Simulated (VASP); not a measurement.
# Ti2Te2Pt in VASP: notebook

Runs on Ti2Te2Pt. Level: PBE. Tasks: single point, relaxation of cell and atoms.

Program: VASP 6.6.1. These are calculated values, not measurements. Logs are shortened: lines on timing, memory, paths and dates and some standing lists are left out, and cuts for length are marked.

## Step 1: The cell of the first run

It takes space group P6mm (No. 183, hexagonal). Conventional cell: a = 5.040 Å, b = 5.040 Å, c = 5.452 Å, α = 90.00°, β = 90.00°, γ = 120.00°. Within 3.6 Å of Ti (site symmetry 3m) lie 2 Te at 2.73 Å and 3 Ti at 2.91 Å and 3 Pt at 2.91 Å. Within 3.6 Å of Te (site symmetry 3m) lie 2 Ti at 2.73 Å and 3 Te at 2.91 Å. Pt (site symmetry 6mm) has 6 Ti at 2.91 Å within 3.8 Å.

## Step 2: Single point, PBE

Input file INCAR:

```
SYSTEM = Ti2Te2Pt
ALGO = Fast ; EDIFF = 1E-6
ENCUT = 520 ; GGA = PE
ISIF = 2 ; ISMEAR = 0
LASPH = .True. ; LCHARG = .False.
LREAL = .False. ; LWAVE = .False.
NBANDS = 31 ; NELM = 100
PREC = Accurate ; SIGMA = 0.1
```

Input file KPOINTS:

```
k-points
0
Gamma
  3 3 4
  0 0 0
```

Input file POSCAR:

```
Ti2Te2Pt
1.0
    5.0395352411      0.0000000000      0.0000000000
   -2.5197676205      4.3643655420      0.0000000000
    0.0000000000      0.0000000000      5.4520537242
Ti Te Pt
2 2 1
Direct
    0.3333333333      0.6666666667      0.9553708238
    0.6666666667      0.3333333333      0.9553708238
    0.3333333333      0.6666666667      0.4553641461
    0.6666666667      0.3333333333      0.4553641461
    0.0000000000      0.0000000000     -0.0256482697
```

Potentials or basis: VASP PAW PBE potentials, release 64 (Ti_sv, Te, Pt).

The run is started by

```
$ cat potpaw_PBE.64/Ti_sv/POTCAR potpaw_PBE.64/Te/POTCAR potpaw_PBE.64/Pt/POTCAR > POTCAR
$ mpirun -np 1 vasp_std > vasp.out
```

OUTCAR:

```text
SYSTEM = Ti2Te2Pt
   EDIFF = 1E-6
   ENCUT = 520
   GGA = PE
   ISIF = 2
   ISMEAR = 0
   LASPH = .True.
   LREAL = .False.
   NELM = 100
   PREC = Accurate

 ion  position               nearest neighbor table
   1  0.333  0.667  0.955-   3 2.73   3 2.73   2 2.91   2 2.91   2 2.91   5 2.91   5 2.91   5 2.91

   2  0.667  0.333  0.955-   4 2.73   4 2.73   1 2.91   1 2.91   1 2.91   5 2.91   5 2.91   5 2.91

   3  0.333  0.667  0.455-   1 2.73   1 2.73   4 2.91   4 2.91   4 2.91
   4  0.667  0.333  0.455-   2 2.73   2 2.73   3 2.91   3 2.91   3 2.91
   5  0.000  0.000  0.974-   1 2.91   2 2.91   1 2.91   2 2.91   2 2.91   1 2.91

  LATTYP: Found a hexagonal cell.
 ALAT       =     5.0395352411
 C/A-ratio  =     1.0818564537

  Lattice vectors:

 A1 = (   5.0395352411,   0.0000000000,   0.0000000000)
 A2 = (  -2.5197676205,   4.3643655420,   0.0000000000)
 A3 = (   0.0000000000,   0.0000000000,   5.4520537242)

Analysis of symmetry for initial positions (statically):
=====================================================================
 Subroutine PRICEL returns:
 Original cell was already a primitive cell.

 Routine SETGRP: Setting up the symmetry group for a
 hexagonal supercell.

 Subroutine GETGRP returns: Found 12 space group operations
 (whereof 12 operations were pure point group operations)
 out of a pool of 24 trial point group operations.

The static configuration has the point symmetry C_6v.

Analysis of symmetry for dynamics (positions and initial velocities):
=====================================================================
 Subroutine PRICEL returns:
 Original cell was already a primitive cell.

 Routine SETGRP: Setting up the symmetry group for a
 hexagonal supercell.

 Subroutine GETGRP returns: Found 12 space group operations
 (whereof 12 operations were pure point group operations)
 out of a pool of 24 trial point group operations.

The dynamic configuration has the point symmetry C_6v.

 Subroutine INISYM returns: Found 12 space group operations
 (whereof 12 operations are pure point group operations),
 and found     1 'primitive' translations

----------------------------------------------------------------------------------------

                                     Primitive cell

  volume of cell :     119.9145

  direct lattice vectors                    reciprocal lattice vectors
     5.039535241  0.000000000  0.000000000     0.198430997  0.114564189  0.000000000
[... 77 lines left out ...]
   LREAL  =      F    real-space projection
   EDIFFG = 0.1E-04   stopping-criterion for IOM
   NSW    =      0    number of steps for IOM
   IBRION =     -1    ionic relax: 0-MD 1-quasi-New 2-CG
   NFREE  =      0    steps in history (QN), initial steepest desc. (CG)
   ISIF   =      2    stress and relaxation
   ISYM   =      2    0-nonsym 1-usesym 2-fastsym
   POTIM  = 0.5000    time-step for ionic-motion
   TEBEG  =    0.0;   TEEND  =   0.0 temperature during run
   PSTRESS=    0.0 pullay stress
   NELECT =      46.0000    total number of electrons
   NUPDOWN=      -1.0000    fix difference up-down
   EMIN   =  10.00;   EMAX   =-10.00  energy-range for DOS
   EFERMI =   0.00;   METHOD = LEGACY
   ISMEAR =     0;   SIGMA  =   0.10  broadening in eV -4-tet -1-fermi 0-gaus
   EFERMI_NEDOS =   21; number of points for ismear=-14 and -15
   IALGO  =     68    algorithm
   IMIX   =      4    mixing-type and parameters
     AMIX     =   0.40;   BMIX     =  1.00
     AMIX_MAG =   1.60;   BMIX_MAG =  1.00
  volume/ion in A,a.u.               =      23.98       161.84
  Fermi-wavevector in a.u.,A,eV,Ry     =   1.189516  2.247859 19.251533  1.414948
  Thomas-Fermi vector in A             =   2.325621
   LORBIT       =      0    0 simple, 1 ext, 2 COOP (PROOUT), +10 PAW based schemes
   GGA     = PE    functional components
   LHFCALC =     F    Hartree Fock is set to
   AEXX    =    0.0000 exact exchange contribution
   IVDW    =     0    specifies the selected vdW correction
   LEPSILON=     F    determine dielectric tensor
   LRPA    =     F    only Hartree local field effects (RPA)
 non-spin polarized calculation
 RMM-DIIS sequential band-by-band and
 Gauss-broadening in eV      SIGMA  =   0.10
  energy-cutoff  :      520.00
  volume of cell :      119.91
 maximum number of plane-waves:      3260
 NGX is ok and might be reduce to    40
   NGX = 19   NGY = 19   NGZ = 21

 number of electron      45.9999999 magnetization

 Free energy of the ion-electron system (eV)
  ---------------------------------------------------
  ext. energy  EPLUGINS =         0.00000000
  ---------------------------------------------------
  free energy    TOTEN  =       -26.59845571 eV

  energy without entropy =      -26.55361687  energy(sigma->0) =      -26.57603629

 E-fermi :   7.3488     XC(G=0): -10.3157

 val. band max:        7.3228150670   @ k =   0.0000   0.0000   0.2500
 cond. band min:       7.3500539169   @ k =   0.3333   0.0000   0.0000
 fundamental gap:      0.0272388499
 Fermi energy:         7.3488202680

 k-point     1 :       0.0000    0.0000    0.0000
  band No.  band energies     occupation
      1     -49.8892      2.00000
      2     -49.8303      2.00000
      3     -26.3220      2.00000
      4     -26.2656      2.00000
      5     -26.1620      2.00000
      6     -26.1620      2.00000
[... 295 lines left out ...]
     30       8.9189      0.00000
     31      10.2270      0.00000

------------------------ aborting loop because EDIFF is reached ----------------------------------------

  FORCE on cell =-STRESS in cart. coord.  units (eV):
  Direction    XX          YY          ZZ          XY          YZ          ZX
  --------------------------------------------------------------------------------------
  -------------------------------------------------------------------------------------
  Total       -0.2168827     -0.2168827      0.0775218     -0.0000000     -0.0000000      0.0000000
  in kB       -2.8977691     -2.8977691      1.0357682     -0.0000000     -0.0000000      0.0000000
  external PRESSURE =      -1.5865900 kB  Pullay stress =       0.0000000 kB

 VOLUME and BASIS-vectors are now :
 -----------------------------------------------------------------------------
  energy-cutoff  :      520.00
  volume of cell :      119.91
      direct lattice vectors                 reciprocal lattice vectors
     5.039535241  0.000000000  0.000000000     0.198430997  0.114564189  0.000000000
    -2.519767621  4.364365542  0.000000000     0.000000000  0.229128379  0.000000000
     0.000000000  0.000000000  5.452053724     0.000000000  0.000000000  0.183417121

 POSITION                                       TOTAL-FORCE (eV/Angst)
 -----------------------------------------------------------------------------------
     -0.00000      2.90958      5.20873         0.000000     -0.000000     -0.004636
      2.51977      1.45479      5.20873        -0.000000     -0.000000     -0.004636
     -0.00000      2.90958      2.48267         0.000000      0.000000      0.005178
      2.51977      1.45479      2.48267         0.000000     -0.000000      0.005178
      0.00000      0.00000      5.31222         0.000000      0.000000     -0.001083
 -----------------------------------------------------------------------------------
    total drift:                                0.000000      0.000000     -0.000226

  FREE ENERGIE OF THE ION-ELECTRON SYSTEM (eV)
  ---------------------------------------------------
  free  energy   TOTEN  =       -26.5984557054 eV

  energy  without entropy=      -26.5536168733  energy(sigma->0) =      -26.57603629
```

OSZICAR:

```text
N       E                     dE             d eps       ncg     rms          rms(c)
DAV:   1     0.479556159355E+03    0.47956E+03   -0.21194E+04   558   0.149E+03
DAV:   2     0.291474751889E+02   -0.45041E+03   -0.43192E+03   593   0.428E+02
DAV:   3    -0.235236347958E+02   -0.52671E+02   -0.50426E+02   948   0.125E+02
[... 21 lines left out ...]
RMM:  25    -0.265984509963E+02   -0.24280E-05   -0.27162E-05   667   0.166E-02    0.316E-03
RMM:  26    -0.265984527909E+02   -0.17946E-05   -0.20440E-05   599   0.147E-02    0.278E-03
RMM:  27    -0.265984540600E+02   -0.12691E-05   -0.14893E-05   594   0.132E-02    0.291E-03
RMM:  28    -0.265984550329E+02   -0.97293E-06   -0.11372E-05   569   0.120E-02    0.323E-03
RMM:  29    -0.265984557054E+02   -0.67247E-06   -0.85715E-06   557   0.112E-02
   1 F= -.26598456E+02 E0= -.26576036E+02  d E =-.448388E-01
```

It took 52 s on 1 thread of Intel Xeon 6975P-C (Granite Rapids), shared host; peak memory 0.26 GiB.

What came out:

```
Free energy            : -26.5985 eV
Pressure               : -0.2 GPa
Largest force          : 0.005 eV/Å
Band gap on the k mesh : zero (band 23 reaches 7.60 eV, above the bottom of band 24 at 6.94 eV)
```

Forces on the atoms (eV/Å):
```
Ti   0.000  0.000 -0.005
Ti   0.000  0.000 -0.005
Te   0.000  0.000  0.005
Te   0.000  0.000  0.005
Pt   0.000  0.000 -0.001
```

Levels at points of the mesh, in eV from the Fermi level:
```csv
k point,band 20,band 21,band 22,band 23,band 24,band 25,band 26,band 27
"(0.00, 0.00, 0.00)",-1.33,-1.33,-1.00,-0.41,-0.41,0.50,0.50,0.70
"(0.00, 0.00, 0.50)",-1.23,-0.42,-0.42,-0.09,-0.09,0.29,0.29,0.64
```

Caveat: the k points lie up to 0.48 Å⁻¹ apart; spin-orbit coupling is left out, which moves the levels of the heavy elements.

## Step 3: Single point, PBE

This run uses another cell than the first one, of 23.93 Å³/atom, 0.998 times its volume.

Input file INCAR:

```
ALGO     = Normal         # electronic algorithm
EDIFF    = 1E-7           # SCF threshold, eV
ENCUT    = 520            # plane-wave cutoff, eV
GGA      = PE             # functional
ISIF     = 2              # what is computed and relaxed
ISMEAR   = 0              # smearing method
LASPH    = T              # aspherical terms in the spheres
LCHARG   = F              # write CHGCAR
LREAL    = F              # projectors in reciprocal space
LWAVE    = F              # write WAVECAR
NBANDS   = 31             # bands
NELM     = 60             # most SCF steps
PREC     = Accurate       # precision mode
SIGMA    = 0.1            # smearing width, eV
```

Input file KPOINTS:

```
k-points
0
Gamma
  6 6 4
```

Input file POSCAR:

```
Ti2Te2Pt
1.0
    5.0091579306      0.0000000000      0.0000000000
   -2.5045789653      4.3380580195      0.0000000000
    0.0000000000      0.0000000000      5.5051649333
Ti Te Pt
2 2 1
Direct
    0.3333333333      0.6666666667      0.9588686420
    0.6666666667      0.3333333333      0.9588686420
    0.3333333333      0.6666666667      0.4589276699
    0.6666666667      0.3333333333      0.4589276699
    0.0000000000      0.0000000000      0.9602290463
```

Potentials or basis: VASP PAW PBE potentials, release 64 (Ti_sv, Te, Pt).

The run is started by

```
$ cat potpaw_PBE.64/Ti_sv/POTCAR potpaw_PBE.64/Te/POTCAR potpaw_PBE.64/Pt/POTCAR > POTCAR
$ mpirun -np 1 vasp_std > vasp.out
```

Wall time 57 s (1 thread of Intel Xeon 6975P-C (Granite Rapids), shared host); peak memory 0.29 GiB.

Results (log left out):

| Item | Value |
| --- | --- |
| Free energy | -26.6949 eV |
| Pressure | -0.2 GPa |
| Largest force | 0.006 eV/Å |
| Band gap on the k mesh | zero (band 23 reaches 7.59 eV, above the bottom of band 24 at 6.94 eV) |

Forces on the atoms (eV/Å):
```
Ti   0.000  0.000  0.006
Ti   0.000  0.000  0.006
Te   0.000  0.000 -0.004
Te   0.000  0.000 -0.004
Pt   0.000  0.000 -0.005
```

Stress tensor (GPa, compression positive):
```
-0.15  0.00  0.00
 0.00 -0.15  0.00
 0.00  0.00 -0.33
```

Levels at points of the mesh, in eV from the Fermi level:
| k point | band 19 | band 20 | band 21 | band 22 | band 23 | band 24 | band 25 | band 26 | band 27 | band 28 |
| --- | --- | --- | --- | --- | --- | --- | --- | --- | --- | --- |
| (0.00, 0.00, 0.00) | -1.67 | -1.32 | -1.32 | -0.95 | -0.45 | -0.45 | 0.43 | 0.43 | 0.62 | 0.63 |
| (0.50, 0.00, 0.00) | -1.73 | -1.49 | -0.98 | -0.40 | 0.04 | 0.12 | 0.37 | 0.95 | 1.20 | 1.43 |
| (0.00, 0.00, 0.50) | -2.61 | -1.23 | -0.44 | -0.44 | -0.13 | -0.13 | 0.24 | 0.24 | 0.54 | 0.54 |
| (0.50, 0.00, 0.50) | -2.03 | -1.55 | -1.24 | -0.40 | 0.20 | 0.55 | 0.70 | 0.76 | 0.81 | 0.90 |

Caveat: spin-orbit coupling is left out, which moves the levels of the heavy elements.

## Step 4: Relaxation of cell and atoms, PBE

Input file INCAR:

```
ALGO = Fast
EDIFF = 1E-7
EDIFFG = -0.04
ENCUT = 600
GGA = PE
IBRION = 2
ISIF = 3
ISMEAR = 0
LASPH = True
LCHARG = False
LREAL = False
LWAVE = False
NELM = 100
NSW = 90
PREC = Accurate
SIGMA = 0.1
```

KPOINTS is that of step 3.

Input file POSCAR:

```
Ti2Te2Pt
1.0
    5.0395352411      0.0000000000      0.0000000000
   -2.5197676205      4.3643655420      0.0000000000
    0.0000000000      0.0000000000      5.4520537242
Ti Te Pt
2 2 1
Direct
    0.3333333333      0.6666666667      0.9553708238
    0.6666666667      0.3333333333      0.9553708238
    0.3333333333      0.6666666667      0.4553641461
    0.6666666667      0.3333333333      0.4553641461
    0.0000000000      0.0000000000      0.9743517303
```

The run is started by

```
$ cat potpaw_PBE.64/Ti_sv/POTCAR potpaw_PBE.64/Te/POTCAR potpaw_PBE.64/Pt/POTCAR > POTCAR
$ mpirun -np 1 vasp_std > vasp.out
```

Run time: 15 min. Hardware: 1 thread of Intel Xeon 6975P-C (Granite Rapids), shared host; peak memory 0.34 GiB.

It converged, with:

```yaml
Free_energy: -26.6933 eV
Relaxed_volume: 23.86 Å³/atom
Relaxed_cell: a = 5.005 Å, b = 5.005 Å, c = 5.499 Å, α = 90.00°, β = 90.00°, γ = 120.00°
Space_group_after_relaxing_to_0.05_Å: P6mm (No. 183)
Energy_gained_by_relaxing: 1.8 meV/atom
Ionic_steps: 8
Pressure_after_relaxing: 0.0 GPa
Largest_force_after_relaxing: 0.038 eV/Å
Band_gap_on_the_k_mesh: zero (band 23 reaches 7.62 eV, above the bottom of band 24 at 6.98 eV)
```

Forces on the atoms (eV/Å):
```
Ti   0.000  0.000 -0.012
Ti   0.000  0.000 -0.012
Te   0.000  0.000  0.031
Te   0.000  0.000  0.031
Pt   0.000  0.000 -0.038
```

Stress tensor (GPa, compression positive):
```
 0.04  0.00  0.00
 0.00  0.04  0.00
 0.00  0.00 -0.13
```

The path:
| step | energy change (eV) | largest force (eV/Å) | pressure (GPa) | volume (Å³) |
| --- | --- | --- | --- | --- |
| 1 | 0.0000 | 0.0731 | -0.32 | 119.91 |
| 2 | -0.0077 | 0.0594 | 0.10 | 119.07 |
| 3 | -0.0077 | 0.0578 | 0.13 | 119.02 |
| 4 | -0.0077 | 0.0574 | 0.14 | 119.01 |
| 5 | -0.0080 | 0.0559 | -0.06 | 119.34 |
| 6 | -0.0080 | 0.0558 | -0.09 | 119.38 |
| 7 | -0.0083 | 0.0508 | -0.07 | 119.37 |
| 8 | -0.0091 | 0.0376 | -0.02 | 119.31 |

Final structure:
```cif
data_structure
_symmetry_space_group_name_H-M 'P 1'
_symmetry_Int_Tables_number 1
_cell_length_a 5.0052
_cell_length_b 5.0052
_cell_length_c 5.4994
_cell_angle_alpha 90.000
_cell_angle_beta 90.000
_cell_angle_gamma 120.000
_cell_volume 119.31
loop_
_atom_site_label
_atom_site_type_symbol
_atom_site_fract_x
_atom_site_fract_y
_atom_site_fract_z
_atom_site_occupancy
Ti1 Ti 0.33333 0.66667 0.95722 1
Ti2 Ti 0.66667 0.33333 0.95722 1
Te1 Te 0.33333 0.66667 0.45589 1
Te2 Te 0.66667 0.33333 0.45589 1
Pt1 Pt 0.00000 0.00000 0.96959 1
```

Levels at points of the mesh, in eV from the Fermi level:
```csv
k point,band 21,band 22,band 23,band 24,band 25,band 26
"(0.00, 0.00, 0.00)",-1.33,-0.95,-0.45,-0.45,0.43,0.43
"(0.50, 0.00, 0.00)",-0.99,-0.40,0.04,0.11,0.37,0.95
"(0.00, 0.00, 0.50)",-0.46,-0.46,-0.11,-0.11,0.24,0.24
"(0.50, 0.00, 0.50)",-1.23,-0.40,0.20,0.56,0.69,0.76
```

Caveat: spin-orbit coupling is left out, which moves the levels of the heavy elements.

[end of part 1 of 2]
